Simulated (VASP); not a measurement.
MoS2:

```
Mo S
1.0
     3.19224    0.00000    0.00000
    -1.59612    2.76456    0.00000
     0.00000    0.00000   13.37829
Mo S
2 4
Direct
  0.66667 0.33333 0.25000
  0.33333 0.66667 0.75000
  0.66667 0.33333 0.63308
  0.33333 0.66667 0.36692
  0.66667 0.33333 0.86692
  0.33333 0.66667 0.13308
```

| Property | Result |
| --- | --- |
| Program | VASP 6.6.1 |
| Task | relaxation of cell and atoms |
| Functional | PBE |
| Dispersion | D3(BJ) |
| Potentials or basis | VASP PAW PBE potentials, release 64 (Mo_sv, S) |
| Cutoff | 600 eV |
| k mesh | 12 × 12 × 2 |
| Occupations | gaussian, width 0.02 eV |
| Spin | no spin polarisation |

At the start: pressure -3.8 GPa; volume 19.68 Å³/atom.

Q: How do energy, volume and symmetry change on relaxing?

A: Over 20 steps the energy falls by 27.4 meV/atom and the volume is 17.31 Å³/atom (-12.0 %); space group P6_3/mmc (No. 194, to 0.1 Å) before and after.

Step by step:
| step | energy change (eV) | largest force (eV/Å) | pressure (GPa) | volume (Å³) |
| --- | --- | --- | --- | --- |
| 1 | 0.0000 | 0.1196 | -3.80 | 118.07 |
| 2 | 0.0608 | 1.1410 | 6.57 | 110.27 |
| 3 | -0.0387 | 0.3364 | -0.18 | 114.99 |
| 4 | -0.0531 | 0.1660 | -0.17 | 113.90 |
| 5 | -0.0549 | 0.0805 | -0.16 | 113.34 |
| 6 | -0.0695 | 0.0939 | -0.05 | 112.32 |
| 7 | -0.1101 | 0.1431 | 0.47 | 109.24 |
| 8 | -0.1522 | 0.2704 | 2.30 | 103.13 |
| 9 | -0.1597 | 0.1453 | 1.45 | 103.06 |
| 10 | -0.1630 | 0.0331 | 0.27 | 102.95 |
| 11 | -0.1631 | 0.0094 | 0.42 | 102.97 |
| 12 | -0.1634 | 0.0065 | 0.38 | 103.09 |
| 13 | -0.1640 | 0.0027 | 0.21 | 103.47 |
| 14 | -0.1639 | 0.0208 | -0.12 | 104.22 |
| 15 | -0.1642 | 0.0107 | 0.07 | 103.79 |
| 16 | -0.1642 | 0.0112 | 0.08 | 103.81 |
| 17 | -0.1641 | 0.0160 | -0.03 | 104.02 |
| 18 | -0.1642 | 0.0117 | 0.06 | 103.83 |
| 19 | -0.1642 | 0.0006 | -0.02 | 103.84 |
| 20 | -0.1642 | 0.0013 | -0.01 | 103.84 |

Final structure:
```xyz
6
Lattice="3.1488 0.0000 0.0000 -1.5744 2.7269 0.0000 0.0000 0.0000 12.0938" Properties=species:S:1:pos:R:3 pbc="T T T"
Mo    1.5744    0.9090    3.0234
Mo    0.0000    1.8180    9.0703
S     1.5744    0.9090    7.5051
S     0.0000    1.8180    4.5887
S     1.5744    0.9090   10.6355
S     0.0000    1.8180    1.4582
```
